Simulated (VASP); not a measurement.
Write the native input for VASP 6.6.1 that does the following.

```
Task                   : single point
Functional             : PBEsol
Potentials or basis    : VASP PAW PBE potentials, release 64 (Ti_sv)
Cutoff                 : 520 eV
k mesh                 : 26 × 26 × 26
Occupations            : gaussian, width 0.15 eV
Spin                   : no spin polarisation
Dipole correction      : no
Further INCAR settings : ALGO = Fast; EDIFF = 1e-07; NBANDS = 12
```

The structure of Ti lies in POSCAR:

```
Ti
1.0
   -1.6051160629      1.7455637184      1.6051160629
    1.6051160629     -1.7455637184      1.6051160629
    1.6051160629      1.7455637184     -1.6051160629
Ti
1
Direct
    0.0000000000      0.0000000000      0.0000000000
```

This cell differs from its parent crystal: strain +0.0875 x Voigt [0, 1, 0, 0, 0, 0].

The input as run:

INCAR

```
ALGO = Fast ; EDIFF = 1E-7
ENCUT = 520 ; GGA = PS
ISIF = 2 ; ISMEAR = 0
LASPH = True ; LCHARG = False
LREAL = False ; LWAVE = False
NBANDS = 12 ; NELM = 80
PREC = Accurate ; SIGMA = 0.15
```

KPOINTS

```
k-points
0
Gamma
  26 26 26
```

Potentials or basis: VASP PAW PBE potentials, release 64 (Ti_sv).

Launch:

```console
$ cat potpaw_PBE.64/Ti_sv/POTCAR > POTCAR
$ mpirun -np 1 vasp_std > vasp.out
```

It gave:

```
Pressure               : -8.2 GPa
Band gap on the k mesh : zero (bands 6 and 7 overlap by 1.57 eV)
```

Caveat: the cell differs from its parent crystal (strain +0.0875 x Voigt [0, 1, 0, 0, 0, 0]); the cell stands under tension; the PAW data sets were made with another functional, which shifts forces and pressure a little.

Wall time 11 min on 1 thread of Intel Xeon 8259CL (shared host), peak memory 0.39 GiB.
